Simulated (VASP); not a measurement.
Wanted: the native input for a VASP 6.6.1 run.

| Property | Result |
| --- | --- |
| Task | single point |
| Functional | LDA |
| Potentials or basis | VASP PAW LDA potentials, release 64 (Zr_sv, S) |
| Cutoff | 500 eV |
| k mesh | 6 × 6 × 4 |
| Occupations | gaussian, width 0.01 eV |
| Spin | no spin polarisation |
| Dipole correction | no |
| Further INCAR settings | ALGO = Normal; EDIFF = 1e-06; NBANDS = 19 |

The structure of ZrS2 lies in POSCAR:

```
ZrS2
1.0
    3.7873056840      0.0000000000      0.0000000000
   -1.8936523290      3.2799024694      0.0000000000
    0.0000000000      0.0000000000      6.1980578172
Zr S
1 2
Direct
    0.0000000000      0.0000000000      0.0000000000
    0.6666666667      0.3333333333      0.7620900000
    0.3333333333      0.6666666667      0.2379100000
```

The input as run:

INCAR

```
SYSTEM = ZrS2
ALGO = Normal ; EDIFF = 1E-6
ENCUT = 500 ; GGA_COMPAT = .FALSE.
ISIF = 2 ; ISMEAR = 0
LASPH = .TRUE. ; LCHARG = .FALSE.
LREAL = .FALSE. ; LWAVE = .FALSE.
NBANDS = 19 ; NELM = 120
PREC = Accurate ; SIGMA = 0.01
```

KPOINTS

```
k-points
0
G
  6 6 4
  0 0 0
```

Potentials or basis: VASP PAW LDA potentials, release 64 (Zr_sv, S).

The run is started by

```console
$ cat potpaw_LDA.64/Zr_sv/POTCAR potpaw_LDA.64/S/POTCAR > POTCAR
$ mpirun -np 1 vasp_std > vasp.out
```

It gave:

```
Pressure               : -9.7 GPa
Largest force          : 1.057 eV/Å
Band gap on the k mesh : 0.97 eV (least direct gap 1.47 eV)
```

Caveat: the cell stands under tension; forces of over 1 eV/Å act on the atoms, so gaps and moduli don't describe the material at rest.

Run time: 49 s on 1 thread of AMD EPYC 7R43 64-Core Processor (Zen 3) (shared host), peak memory 0.13 GiB.
